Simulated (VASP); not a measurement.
# Mg2Sn (Fm-3m) in VASP: a series of runs

The runs below take Mg2Sn through single point, with r2SCAN.

Program: VASP 6.6.1. These are calculated values, not measurements. Logs are shortened: lines on timing, memory, paths and dates and some standing lists are left out, and cuts for length are marked.

### 1 The cell of the first run

Symmetry: Fm-3m, No. 225, cubic system. The conventional cell has a = 6.623 Å, b = 6.623 Å, c = 6.623 Å, α = 90.00°, β = 90.00°, γ = 90.00°. Within 3.8 Å of Mg (site symmetry -43m) lie 4 Sn at 2.87 Å and 6 Mg at 3.31 Å. Sn (site symmetry m-3m) has 8 Mg at 2.87 Å within 3.8 Å.

### 2 Single point, r2SCAN (24.21 Å³/atom)

POSCAR reads:

```
Mg2Sn
1.0
    0.0000000000      3.3116796719      3.3116796719
    3.3116796719      0.0000000000      3.3116796719
    3.3116796719      3.3116796719      0.0000000000
Mg Sn
2 1
Direct
    0.2500000000      0.2500000000      0.2500000000
    0.7500000000      0.7500000000      0.7500000000
    0.0000000000      0.0000000000      0.0000000000
```

INCAR.step1 reads:

```
SYSTEM = Mg2Sn
PREC = Accurate
ENCUT = 660
ISMEAR = 0
SIGMA = 0.01
LREAL = .FALSE.
LASPH = .TRUE.
NELM = 120
NBANDS = 16
GGA = PE
ALGO = Normal
EDIFF = 1E-5
LWAVE = .TRUE.
LCHARG = .FALSE.
GGA_COMPAT = .FALSE.
```

INCAR.step2 reads:

```
SYSTEM = Mg2Sn
PREC = Accurate
ENCUT = 660
EDIFF = 1E-6
ISMEAR = 0
SIGMA = 0.01
LREAL = .FALSE.
LASPH = .TRUE.
NELM = 120
ALGO = Normal
ISIF = 2
LWAVE = .FALSE.
LCHARG = .FALSE.
METAGGA = R2SCAN
LMIXTAU = .TRUE.
NBANDS = 16
ISTART = 1
GGA_COMPAT = .FALSE.
```

KPOINTS reads:

```
regular mesh
0
G
  10 10 10
  0 0 0
```

Potentials or basis: VASP PAW PBE potentials, release 64 (Mg, Sn_d).

Launch:

```
$ cat potpaw_PBE.64/Mg/POTCAR potpaw_PBE.64/Sn_d/POTCAR > POTCAR
$ cp INCAR.step1 INCAR
$ mpirun -np 1 vasp_std > vasp.out
$ cp INCAR.step2 INCAR
$ mpirun -np 1 vasp_std > vasp.out
```

OUTCAR:

```text
SYSTEM = Mg2Sn
   PREC = Accurate
   ENCUT = 660
   EDIFF = 1E-6
   ISMEAR = 0
   LREAL = .FALSE.
   LASPH = .TRUE.
   NELM = 120
   ISIF = 2
   METAGGA = R2SCAN
   ISTART = 1

 ion  position               nearest neighbor table
   1  0.250  0.250  0.250-   3 2.87   3 2.87   3 2.87   3 2.87   2 3.31   2 3.31   2 3.31   2 3.31
                             2 3.31   2 3.31
   2  0.750  0.750  0.750-   3 2.87   3 2.87   3 2.87   3 2.87   1 3.31   1 3.31   1 3.31   1 3.31
                             1 3.31   1 3.31
   3  0.000  0.000  0.000-   2 2.87   2 2.87   2 2.87   1 2.87   2 2.87   1 2.87   1 2.87   1 2.87

  LATTYP: Found a face centered cubic cell.
 ALAT       =     6.6233593438

  Lattice vectors:

 A1 = (   0.0000000000,   3.3116796719,   3.3116796719)
 A2 = (   3.3116796719,   0.0000000000,   3.3116796719)
 A3 = (   3.3116796719,   3.3116796719,   0.0000000000)

Analysis of symmetry for initial positions (statically):
=====================================================================
 Subroutine PRICEL returns:
 Original cell was already a primitive cell.

 Routine SETGRP: Setting up the symmetry group for a
 face centered cubic supercell.

 Subroutine GETGRP returns: Found 48 space group operations
 (whereof 48 operations were pure point group operations)
 out of a pool of 48 trial point group operations.

The static configuration has the point symmetry O_h .

Analysis of symmetry for dynamics (positions and initial velocities):
=====================================================================
 Subroutine PRICEL returns:
 Original cell was already a primitive cell.

 Routine SETGRP: Setting up the symmetry group for a
 face centered cubic supercell.

 Subroutine GETGRP returns: Found 48 space group operations
 (whereof 48 operations were pure point group operations)
 out of a pool of 48 trial point group operations.

The dynamic configuration has the point symmetry O_h .

 Subroutine INISYM returns: Found 48 space group operations
 (whereof 48 operations are pure point group operations),
 and found     1 'primitive' translations

----------------------------------------------------------------------------------------

                                     Primitive cell

  volume of cell :      72.6399

  direct lattice vectors                    reciprocal lattice vectors
     0.000000000  3.311679672  3.311679672    -0.150980786  0.150980786  0.150980786
     3.311679672  0.000000000  3.311679672     0.150980786 -0.150980786  0.150980786
     3.311679672  3.311679672  0.000000000     0.150980786  0.150980786 -0.150980786

  length of vectors
     4.683422306  4.683422306  4.683422306     0.261506392  0.261506392  0.261506392

  position of ions in fractional coordinates (direct lattice)
     0.250000000  0.250000000  0.250000000
     0.750000000  0.750000000  0.750000000
     0.000000000  0.000000000  0.000000000

  ion indices of the primitive-cell ions
   primitive index   ion index
                 1           1
                 2           2
                 3           3

----------------------------------------------------------------------------------------

 KPOINTS: regular mesh

Automatic generation of k-mesh.
 Grid dimensions read from file:
 generate k-points for:   10   10   10

 Generating k-lattice:

  Cartesian coordinates                     Fractional coordinates (reciprocal lattice)
    -0.015098079  0.015098079  0.015098079     0.100000000  0.000000000  0.000000000
     0.015098079 -0.015098079  0.015098079     0.000000000  0.100000000  0.000000000
     0.015098079  0.015098079 -0.015098079     0.000000000  0.000000000  0.100000000

  Length of vectors
     0.026150639  0.026150639  0.026150639

  Shift w.r.t. Gamma in fractional coordinates (k-lattice)
     0.000000000  0.000000000  0.000000000

 Subroutine IBZKPT returns following result:
 ===========================================

 Found     47 irreducible k-points:

 Following reciprocal coordinates:
            Coordinates               Weight
  0.000000  0.000000  0.000000      1.000000
  0.100000  0.000000  0.000000      8.000000
  0.200000  0.000000  0.000000      8.000000
  0.300000  0.000000  0.000000      8.000000
  0.400000  0.000000  0.000000      8.000000
  0.500000  0.000000  0.000000      4.000000
[... 16 lines left out ...]
  0.300000  0.300000  0.000000      6.000000
  0.400000  0.300000  0.000000     24.000000
 [... further k-points ...]
   k-points           NKPTS =     47   k-points in BZ     NKDIM =     47   number of bands    NBANDS=     16
   number of dos      NEDOS =    301   number of ions     NIONS =      3
   total plane-waves  NPLWV =  64000
   dimension x,y,z NGX =    40 NGY =   40 NGZ =   40
   dimension x,y,z NGXF=    80 NGYF=   80 NGZF=   80
   ions per type =               2   1
   NGX,Y,Z   is equivalent  to a cutoff of  14.20, 14.20, 14.20 a.u.
   NGXF,Y,Z  is equivalent  to a cutoff of  28.40, 28.40, 28.40 a.u.
 SYSTEM =  Mg2Sn
   PREC   = accura    normal or accurate (medium, high low for compatibility)
   ISTART =      1    job   : 0-new  1-cont  2-samecut
   ICHARG =      0    charge: 1-file 2-atom 10-const
   ISPIN  =      1    spin polarized calculation?
   LNONCOLLINEAR =      F non collinear calculations
   LSORBIT =      F    spin-orbit coupling
   LASPH  =      T    aspherical Exc in radial PAW
   ENCUT  =  660.0 eV  48.51 Ry    6.96 a.u.   9.81  9.81  9.81*2*pi/ulx,y,z
   NELM   =    120;   NELMIN=  2; NELMDL=  0     # of ELM steps
   EDIFF  = 0.1E-05   stopping-criterion for ELM
   LREAL  =      F    real-space projection
   EDIFFG = 0.1E-04   stopping-criterion for IOM
   NSW    =      0    number of steps for IOM
   IBRION =     -1    ionic relax: 0-MD 1-quasi-New 2-CG
   NFREE  =      0    steps in history (QN), initial steepest desc. (CG)
   ISIF   =      2    stress and relaxation
   ISYM   =      2    0-nonsym 1-usesym 2-fastsym
   POTIM  = 0.5000    time-step for ionic-motion
   TEBEG  =    0.0;   TEEND  =   0.0 temperature during run
   PSTRESS=    0.0 pullay stress
   NELECT =      18.0000    total number of electrons
   NUPDOWN=      -1.0000    fix difference up-down
   EMIN   =  10.00;   EMAX   =-10.00  energy-range for DOS
   EFERMI =   0.00;   METHOD = LEGACY
   ISMEAR =     0;   SIGMA  =   0.01  broadening in eV -4-tet -1-fermi 0-gaus
   EFERMI_NEDOS =   21; number of points for ismear=-14 and -15
   IALGO  =     38    algorithm
   IMIX   =      4    mixing-type and parameters
     AMIX     =   0.40;   BMIX     =  1.00
     AMIX_MAG =   1.60;   BMIX_MAG =  1.00
  volume/ion in A,a.u.               =      24.21       163.40
  Fermi-wavevector in a.u.,A,eV,Ry     =   1.028270  1.943149 14.385985  1.057340
  Thomas-Fermi vector in A             =   2.162258
   LORBIT       =      0    0 simple, 1 ext, 2 COOP (PROOUT), +10 PAW based schemes
   METAGGA = R2SCAN    functional components
   LHFCALC =     F    Hartree Fock is set to
   AEXX    =    0.0000 exact exchange contribution
   IVDW    =     0    specifies the selected vdW correction
   LEPSILON=     F    determine dielectric tensor
   LRPA    =     F    only Hartree local field effects (RPA)
 non-spin polarized calculation
 Gauss-broadening in eV      SIGMA  =   0.01
  energy-cutoff  :      660.00
  volume of cell :       72.64
 maximum number of plane-waves:      2818
   NGX = 19   NGY = 19   NGZ = 19

 number of electron      17.9999998 magnetization

 Free energy of the ion-electron system (eV)
  ---------------------------------------------------
  ext. energy  EPLUGINS =         0.00000000
  ---------------------------------------------------
  free energy    TOTEN  =       -33.79269726 eV

  energy without entropy =      -33.79269726  energy(sigma->0) =      -33.79269726

 E-fermi :   4.6907     XC(G=0):  -9.5382

 val. band max:        4.6352546334   @ k =   0.0000   0.0000   0.0000
 cond. band min:       4.9217664604   @ k =   0.5000   0.5000   0.0000
 fundamental gap:      0.2865118270
 Fermi energy:         4.6906536876

 k-point     1 :       0.0000    0.0000    0.0000
  band No.  band energies     occupation
      1     -16.8518      2.00000
      2     -16.8518      2.00000
      3     -16.8518      2.00000
      4     -16.7969      2.00000
      5     -16.7969      2.00000
      6      -5.1544      2.00000
[... 8 lines left out ...]
     15      10.5085      0.00000
     16      10.5085      0.00000

 k-point     2 :       0.1000    0.0000    0.0000
  band No.  band energies     occupation
      1     -16.8516      2.00000
      2     -16.8513      2.00000
      3     -16.8513      2.00000
      4     -16.7968      2.00000
      5     -16.7968      2.00000
      6      -5.0630      2.00000
[... 8 lines left out ...]
     15       9.8509      0.00000
     16      10.4698      0.00000

 k-point     3 :       0.2000    0.0000    0.0000
  band No.  band energies     occupation
      1     -16.8513      2.00000
      2     -16.8500      2.00000
      3     -16.8500      2.00000
      4     -16.7966      2.00000
      5     -16.7966      2.00000
      6      -4.7969      2.00000
[... 8 lines left out ...]
     15       9.4848      0.00000
     16      10.3732      0.00000

 k-point     4 :       0.3000    0.0000    0.0000
  band No.  band energies     occupation
      1     -16.8509      2.00000
      2     -16.8484      2.00000
      3     -16.8484      2.00000
      4     -16.7963      2.00000
      5     -16.7963      2.00000
      6      -4.3890      2.00000
[... 8 lines left out ...]
     15      10.0953      0.00000
     16      10.9618      0.00000
[... 324 lines left out ...]
 k-point    22 :      -0.2000    0.2000    0.0000
  band No.  band energies     occupation
      1     -16.8505      2.00000
      2     -16.8481      2.00000
      3     -16.8478      2.00000
      4     -16.7968      2.00000
      5     -16.7958      2.00000
      6      -4.2491      2.00000
[... 8 lines left out ...]
     15      12.1376      0.00000
     16      12.7032      0.00000

 k-point    23 :       0.3000    0.3000    0.0000
  band No.  band energies     occupation
      1     -16.8549      2.00000
      2     -16.8449      2.00000
      3     -16.8449      2.00000
      4     -16.7991      2.00000
      5     -16.7937      2.00000
      6      -4.1192      2.00000
[... 8 lines left out ...]
     15      11.6556      0.00000
     16      13.4776      0.00000

 k-point    24 :       0.4000    0.3000    0.0000
  band No.  band energies     occupation
      1     -16.8549      2.00000
      2     -16.8439      2.00000
      3     -16.8436      2.00000
      4     -16.7993      2.00000
      5     -16.7932      2.00000
      6      -3.7589      2.00000
[... 8 lines left out ...]
     15      13.0953      0.00000
     16      13.5495      0.00000

 [... further k-points ...]

------------------------ aborting loop because EDIFF is reached ----------------------------------------

  FORCE on cell =-STRESS in cart. coord.  units (eV):
  Direction    XX          YY          ZZ          XY          YZ          ZX
  --------------------------------------------------------------------------------------
  -------------------------------------------------------------------------------------
  Total        1.3758249      1.3758249      1.3758249     -0.0000000      0.0000000     -0.0000000
  in kB       30.3458140     30.3458140     30.3458140     -0.0000000      0.0000000     -0.0000000
  external PRESSURE =      30.3458140 kB  Pullay stress =       0.0000000 kB

 VOLUME and BASIS-vectors are now :
 -----------------------------------------------------------------------------
  energy-cutoff  :      660.00
  volume of cell :       72.64
      direct lattice vectors                 reciprocal lattice vectors
     0.000000000  3.311679672  3.311679672    -0.150980786  0.150980786  0.150980786
     3.311679672  0.000000000  3.311679672     0.150980786 -0.150980786  0.150980786
     3.311679672  3.311679672  0.000000000     0.150980786  0.150980786 -0.150980786

 POSITION                                       TOTAL-FORCE (eV/Angst)
 -----------------------------------------------------------------------------------
      1.65584      1.65584      1.65584        -0.000000     -0.000000     -0.000000
      4.96752      4.96752      4.96752         0.000000      0.000000      0.000000
      0.00000      0.00000      0.00000         0.000000      0.000000     -0.000000
 -----------------------------------------------------------------------------------
    total drift:                               -0.000000      0.000000     -0.000000

  FREE ENERGIE OF THE ION-ELECTRON SYSTEM (eV)
  ---------------------------------------------------
  free  energy   TOTEN  =       -33.7926972612 eV

  energy  without entropy=      -33.7926972612  energy(sigma->0) =      -33.79269726
```

It took 4.4 min on 1 thread of Intel Xeon Platinum 8259CL at 2.50GHz (Skylake/Cascade Lake), shared host; peak memory 0.3 GiB.

What came out:

* Free energy: -33.7927 eV
* Pressure: 3.0 GPa

Caveat: the cell stands under pressure; the PAW data sets were made with another functional, which shifts forces and pressure a little; spin-orbit coupling is left out, which moves the levels of the heavy elements.

(Part 1 of 3 ends here.)
